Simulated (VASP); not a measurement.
# Dy3GaS2 (P-6m2) in VASP: a series of runs

Dy3GaS2 is run at these levels: PBE; tasks: single point, relaxation of cell and atoms.

All numbers are computed with VASP 6.6.1; they aren't measurements. Logs are shortened: lines on timing, memory, paths and dates and some standing lists are left out, and cuts for length are marked.

**1. The cell of the first run**

The structure is hexagonal, space group P-6m2 (No. 187). Conventional cell: a = 3.810 Å, b = 3.810 Å, c = 11.094 Å, α = 90.00°, β = 90.00°, γ = 120.00°. Dy (site symmetry 3m) has 3 S at 2.83 Å and 3 Ga at 2.96 Å and 8 Dy at 3.56 to 3.96 Å within 4.0 Å. Dy (site symmetry -6m2) has 6 S at 2.83 Å and 8 Dy at 3.56 to 3.81 Å within 3.9 Å. Ga (site symmetry -6m2) has 6 Dy at 2.96 Å and 6 Ga at 3.81 Å within 3.9 Å. Within 3.9 Å of S (site symmetry 3m) lie 6 Dy at 2.83 Å and 7 S at 3.56 to 3.81 Å.

The cell was generated, and may not be a known phase.

**2. Single point, PBE**

The input, INCAR:

```
PREC = Accurate
ENCUT = 500
EDIFF = 1E-6
ISMEAR = 0
SIGMA = 0.1
LREAL = False
LASPH = True
NELM = 200
ALGO = Normal
ISIF = 2
LWAVE = False
LCHARG = False
GGA = PE
NBANDS = 35
GGA_COMPAT = False
LMAXMIX = 6
```

The input, KPOINTS:

```
regular mesh
0
Gamma
  6 6 2
```

The input, POSCAR:

```
Dy3GaS2
1.0
    3.8096536622      0.0000000000      0.0000000000
   -1.9048268311      3.2992568511      0.0000000000
    0.0000000000      0.0000000000     11.0937497895
Dy Ga S
3 1 2
Direct
    0.3333333333      0.6666666667      0.6786924486
    0.3333333333      0.6666666667      0.3213075514
    0.3333333333      0.6666666667      0.0000000000
    0.6666666667      0.3333333333      0.5000000000
    0.0000000000      0.0000000000      0.8395512321
    0.0000000000      0.0000000000      0.1604487679
```

Potentials or basis: VASP PAW PBE potentials, release 64 (Dy_3, Ga_d, S), 4f in core.

The run is started by

```sh
> cat potpaw_PBE.64/Dy_3/POTCAR potpaw_PBE.64/Ga_d/POTCAR potpaw_PBE.64/S/POTCAR > POTCAR
> mpirun -np 1 vasp_std > vasp.out
```

OUTCAR:

```text
PREC = Accurate
   ENCUT = 500
   EDIFF = 1E-6
   ISMEAR = 0
   LREAL = False
   LASPH = True
   NELM = 200
   ISIF = 2
   GGA = PE

 ion  position               nearest neighbor table
   1  0.333  0.667  0.679-   5 2.83   5 2.83   5 2.83   4 2.96   4 2.96   4 2.96   3 3.56
   2  0.333  0.667  0.321-   6 2.83   6 2.83   6 2.83   4 2.96   4 2.96   4 2.96   3 3.56
   3  0.333  0.667  0.000-   5 2.83   6 2.83   5 2.83   6 2.83   5 2.83   6 2.83   1 3.56   2 3.56

   4  0.667  0.333  0.500-   1 2.96   2 2.96   1 2.96   2 2.96   1 2.96   2 2.96
   5  0.000  0.000  0.840-   3 2.83   3 2.83   3 2.83   1 2.83   1 2.83   1 2.83
   6  0.000  0.000  0.160-   3 2.83   3 2.83   3 2.83   2 2.83   2 2.83   2 2.83

  LATTYP: Found a hexagonal cell.
 ALAT       =     3.8096536622
 C/A-ratio  =     2.9120100600

  Lattice vectors:

 A1 = (   3.8096536622,   0.0000000000,   0.0000000000)
 A2 = (  -1.9048268311,   3.2992568511,   0.0000000000)
 A3 = (   0.0000000000,   0.0000000000,  11.0937497895)

Analysis of symmetry for initial positions (statically):
=====================================================================
 Subroutine PRICEL returns:
 Original cell was already a primitive cell.

 Routine SETGRP: Setting up the symmetry group for a
 hexagonal supercell.

 Subroutine GETGRP returns: Found 12 space group operations
 (whereof 12 operations were pure point group operations)
 out of a pool of 24 trial point group operations.

The static configuration has the point symmetry D_3h.

Analysis of symmetry for dynamics (positions and initial velocities):
=====================================================================
 Subroutine PRICEL returns:
 Original cell was already a primitive cell.

 Routine SETGRP: Setting up the symmetry group for a
 hexagonal supercell.

 Subroutine GETGRP returns: Found 12 space group operations
 (whereof 12 operations were pure point group operations)
 out of a pool of 24 trial point group operations.

The dynamic configuration has the point symmetry D_3h.

 Subroutine INISYM returns: Found 12 space group operations
 (whereof 12 operations are pure point group operations),
 and found     1 'primitive' translations

----------------------------------------------------------------------------------------

                                     Primitive cell

  volume of cell :     139.4376

  direct lattice vectors                    reciprocal lattice vectors
     3.809653662  0.000000000  0.000000000     0.262491053  0.151549280  0.000000000
    -1.904826831  3.299256851  0.000000000     0.000000000  0.303098560  0.000000000
     0.000000000  0.000000000 11.093749790     0.000000000  0.000000000  0.090140847

  length of vectors
     3.809653662  3.809653662 11.093749790     0.303098560  0.303098560  0.090140847

  position of ions in fractional coordinates (direct lattice)
     0.333333333  0.666666667  0.678692449
     0.333333333  0.666666667  0.321307551
     0.333333333  0.666666667  0.000000000
     0.666666667  0.333333333  0.500000000
     0.000000000  0.000000000  0.839551232
     0.000000000  0.000000000  0.160448768

  ion indices of the primitive-cell ions
   primitive index   ion index
                 1           1
                 2           2
                 3           3
                 4           4
                 5           5
                 6           6

----------------------------------------------------------------------------------------

 KPOINTS: regular mesh

Automatic generation of k-mesh.
 Grid dimensions read from file:
 generate k-points for:    6    6    2

 Generating k-lattice:

  Cartesian coordinates                     Fractional coordinates (reciprocal lattice)
     0.043748509  0.025258213  0.000000000     0.166666667 -0.000000000  0.000000000
     0.000000000  0.050516427  0.000000000     0.000000000  0.166666667  0.000000000
     0.000000000  0.000000000  0.045070423     0.000000000  0.000000000  0.500000000

  Length of vectors
     0.050516427  0.050516427  0.045070423

  Shift w.r.t. Gamma in fractional coordinates (k-lattice)
     0.000000000  0.000000000  0.000000000

 Subroutine IBZKPT returns following result:
 ===========================================

 Found     14 irreducible k-points:

 Following reciprocal coordinates:
            Coordinates               Weight
  0.000000  0.000000  0.000000      1.000000
  0.166667  0.000000  0.000000      6.000000
  0.333333  0.000000  0.000000      6.000000
  0.500000  0.000000  0.000000      3.000000
  0.166667  0.166667  0.000000      6.000000
  0.333333  0.166667  0.000000     12.000000
  0.333333  0.333333  0.000000      2.000000
  0.000000  0.000000  0.500000      1.000000
  0.166667  0.000000  0.500000      6.000000
  0.333333  0.000000  0.500000      6.000000
  0.500000  0.000000  0.500000      3.000000
  0.166667  0.166667  0.500000      6.000000
  0.333333  0.166667  0.500000     12.000000
  0.333333  0.333333  0.500000      2.000000
   k-points           NKPTS =     14   k-points in BZ     NKDIM =     14   number of bands    NBANDS=     35
   number of dos      NEDOS =    301   number of ions     NIONS =      6
   total plane-waves  NPLWV =  65856
   dimension x,y,z NGX =    28 NGY =   28 NGZ =   84
   dimension x,y,z NGXF=    56 NGYF=   56 NGZF=  168
   ions per type =               3   1   2
   NGX,Y,Z   is equivalent  to a cutoff of  12.22, 12.22, 12.59 a.u.
   NGXF,Y,Z  is equivalent  to a cutoff of  24.44, 24.44, 25.18 a.u.
 SYSTEM =  unknown system
   PREC   = accura    normal or accurate (medium, high low for compatibility)
   ISTART =      0    job   : 0-new  1-cont  2-samecut
   ICHARG =      2    charge: 1-file 2-atom 10-const
   ISPIN  =      1    spin polarized calculation?
   LNONCOLLINEAR =      F non collinear calculations
   LSORBIT =      F    spin-orbit coupling
   LASPH  =      T    aspherical Exc in radial PAW
   ENCUT  =  500.0 eV  36.75 Ry    6.06 a.u.   6.95  6.95 20.23*2*pi/ulx,y,z
   NELM   =    200;   NELMIN=  2; NELMDL= -5     # of ELM steps
   EDIFF  = 0.1E-05   stopping-criterion for ELM
   LREAL  =      F    real-space projection
   EDIFFG = 0.1E-04   stopping-criterion for IOM
   NSW    =      0    number of steps for IOM
   IBRION =     -1    ionic relax: 0-MD 1-quasi-New 2-CG
   NFREE  =      0    steps in history (QN), initial steepest desc. (CG)
   ISIF   =      2    stress and relaxation
   ISYM   =      2    0-nonsym 1-usesym 2-fastsym
   POTIM  = 0.5000    time-step for ionic-motion
   TEBEG  =    0.0;   TEEND  =   0.0 temperature during run
   PSTRESS=    0.0 pullay stress
   NELECT =      52.0000    total number of electrons
   NUPDOWN=      -1.0000    fix difference up-down
   EMIN   =  10.00;   EMAX   =-10.00  energy-range for DOS
   EFERMI =   0.00;   METHOD = LEGACY
   ISMEAR =     0;   SIGMA  =   0.10  broadening in eV -4-tet -1-fermi 0-gaus
   EFERMI_NEDOS =   21; number of points for ismear=-14 and -15
   IALGO  =     38    algorithm
   IMIX   =      4    mixing-type and parameters
     AMIX     =   0.40;   BMIX     =  1.00
     AMIX_MAG =   1.60;   BMIX_MAG =  1.00
  volume/ion in A,a.u.               =      23.24       156.83
  Fermi-wavevector in a.u.,A,eV,Ry     =   1.178373  2.226801 18.892531  1.388562
  Thomas-Fermi vector in A             =   2.314703
   LORBIT       =      0    0 simple, 1 ext, 2 COOP (PROOUT), +10 PAW based schemes
   GGA     = PE    functional components
   LHFCALC =     F    Hartree Fock is set to
   AEXX    =    0.0000 exact exchange contribution
   IVDW    =     0    specifies the selected vdW correction
   LEPSILON=     F    determine dielectric tensor
   LRPA    =     F    only Hartree local field effects (RPA)
 non-spin polarized calculation
 Gauss-broadening in eV      SIGMA  =   0.10
  energy-cutoff  :      500.00
  volume of cell :      139.44
 maximum number of plane-waves:      3558
 NGX is ok and might be reduce to    28
   NGX = 13   NGY = 13   NGZ = 41

 number of electron      51.9999994 magnetization

 Free energy of the ion-electron system (eV)
  ---------------------------------------------------
  ext. energy  EPLUGINS =         0.00000000
  ---------------------------------------------------
  free energy    TOTEN  =       -33.06822745 eV

  energy without entropy =      -33.04806852  energy(sigma->0) =      -33.05814799

 E-fermi :   4.9658     XC(G=0): -10.3016

 val. band max:        4.9372949684   @ k =   0.1667   0.0000   0.0000
 cond. band min:       4.9989064654   @ k =   0.3333   0.1667   0.5000
 fundamental gap:      0.0616114970
 Fermi energy:         4.9658436303

 k-point     1 :       0.0000    0.0000    0.0000
  band No.  band energies     occupation
      1     -18.9087      2.00000
      2     -18.6786      2.00000
      3     -18.6786      2.00000
      4     -18.6547      2.00000
      5     -18.4916      2.00000
      6     -18.4679      2.00000
[... 27 lines left out ...]
     34       7.1851      0.00000
     35       8.0014      0.00000

 k-point     2 :       0.1667    0.0000    0.0000
  band No.  band energies     occupation
      1     -18.8845      2.00000
      2     -18.7644      2.00000
      3     -18.6964      2.00000
      4     -18.6356      2.00000
      5     -18.5442      2.00000
      6     -18.5394      2.00000
[... 27 lines left out ...]
     34       7.7792      0.00000
     35       8.0181      0.00000

 k-point     3 :       0.3333    0.0000    0.0000
  band No.  band energies     occupation
      1     -18.9264      2.00000
      2     -18.8351      2.00000
      3     -18.7317      2.00000
      4     -18.6939      2.00000
      5     -18.6852      2.00000
      6     -18.5988      2.00000
[... 27 lines left out ...]
     34       8.4584      0.00000
     35       8.5024      0.00000

 k-point     4 :       0.5000    0.0000    0.0000
  band No.  band energies     occupation
      1     -19.0046      2.00000
      2     -18.8088      2.00000
      3     -18.7651      2.00000
      4     -18.7576      2.00000
      5     -18.7492      2.00000
      6     -18.5816      2.00000
[... 27 lines left out ...]
     34       9.2091      0.00000
     35       9.5789      0.00000

 k-point     5 :       0.1667    0.1667    0.0000
  band No.  band energies     occupation
      1     -18.8715      2.00000
      2     -18.8476      2.00000
      3     -18.7386      2.00000
      4     -18.6438      2.00000
      5     -18.6352      2.00000
      6     -18.6071      2.00000
[... 258 lines left out ...]
 k-point    12 :       0.1667    0.1667    0.5000
  band No.  band energies     occupation
      1     -18.8712      2.00000
      2     -18.8613      2.00000
      3     -18.7386      2.00000
      4     -18.6446      2.00000
      5     -18.6349      2.00000
      6     -18.5388      2.00000
[... 27 lines left out ...]
     34       8.2077      0.00000
     35       8.5969      0.00000

 k-point    13 :       0.3333    0.1667    0.5000
  band No.  band energies     occupation
      1     -18.9646      2.00000
      2     -18.8217      2.00000
      3     -18.7912      2.00000
      4     -18.7313      2.00000
      5     -18.7168      2.00000
      6     -18.5768      2.00000
[... 27 lines left out ...]
     34       8.6293      0.00000
     35       9.0031      0.00000

 k-point    14 :       0.3333    0.3333    0.5000
  band No.  band energies     occupation
      1     -18.9317      2.00000
      2     -18.8738      2.00000
      3     -18.8076      2.00000
      4     -18.6868      2.00000
      5     -18.6758      2.00000
      6     -18.6689      2.00000
[... 27 lines left out ...]
     34       8.4558      0.00000
     35       8.5056      0.00000

------------------------ aborting loop because EDIFF is reached ----------------------------------------

  FORCE on cell =-STRESS in cart. coord.  units (eV):
  Direction    XX          YY          ZZ          XY          YZ          ZX
  --------------------------------------------------------------------------------------
  -------------------------------------------------------------------------------------
  Total       -0.5263401     -0.5263401     -0.1453274      0.0000000      0.0000000      0.0000000
  in kB       -6.0477954     -6.0477954     -1.6698523      0.0000000      0.0000000      0.0000000
  external PRESSURE =      -4.5884810 kB  Pullay stress =       0.0000000 kB

 VOLUME and BASIS-vectors are now :
 -----------------------------------------------------------------------------
  energy-cutoff  :      500.00
  volume of cell :      139.44
      direct lattice vectors                 reciprocal lattice vectors
     3.809653662  0.000000000  0.000000000     0.262491053  0.151549280  0.000000000
    -1.904826831  3.299256851  0.000000000     0.000000000  0.303098560  0.000000000
     0.000000000  0.000000000 11.093749790     0.000000000  0.000000000  0.090140847

 POSITION                                       TOTAL-FORCE (eV/Angst)
 -----------------------------------------------------------------------------------
     -0.00000      2.19950      7.52924        -0.000000     -0.000000      0.224849
     -0.00000      2.19950      3.56451        -0.000000      0.000000     -0.224849
     -0.00000      2.19950      0.00000        -0.000000      0.000000     -0.000000
      1.90483      1.09975      5.54687         0.000000      0.000000     -0.000000
      0.00000      0.00000      9.31377        -0.000000      0.000000     -0.000905
      0.00000      0.00000      1.77998        -0.000000      0.000000      0.000905
 -----------------------------------------------------------------------------------
    total drift:                               -0.000003      0.000002      0.000000

  FREE ENERGIE OF THE ION-ELECTRON SYSTEM (eV)
  ---------------------------------------------------
  free  energy   TOTEN  =       -33.0682274516 eV

  energy  without entropy=      -33.0480685191  energy(sigma->0) =      -33.05814799
```

Wall time 49 s (1 thread of AMD EPYC 9R45 (Zen 5), shared host); peak memory 0.24 GiB.

Results:

* Free energy: -33.0682 eV
* Pressure: -0.5 GPa
* Largest force: 0.225 eV/Å
* Band gap on the k mesh: zero (bands 26 and 27 overlap by 0.83 eV)

Forces on the atoms (eV/Å):
```
Dy   0.000  0.000  0.225
Dy   0.000  0.000 -0.225
Dy   0.000  0.000  0.000
Ga   0.000  0.000  0.000
S    0.000  0.000 -0.001
S    0.000  0.000  0.001
```

Stress tensor (GPa, compression positive):
```
-0.60  0.00  0.00
 0.00 -0.60  0.00
 0.00  0.00 -0.17
```

Caveat: spin-orbit coupling is left out, which moves the levels of the heavy elements; the 4f electrons are frozen in the core, so they carry no moment and show no levels; the run has no spin polarisation, though such a crystal can be magnetic. With open d or f shells a metallic result of PBE can be an artefact of self-interaction; +U or a hybrid may open a gap.

[end of part 1 of 2]

The gap in the log of VASP goes by the Fermi energy; the results here count the filled bands.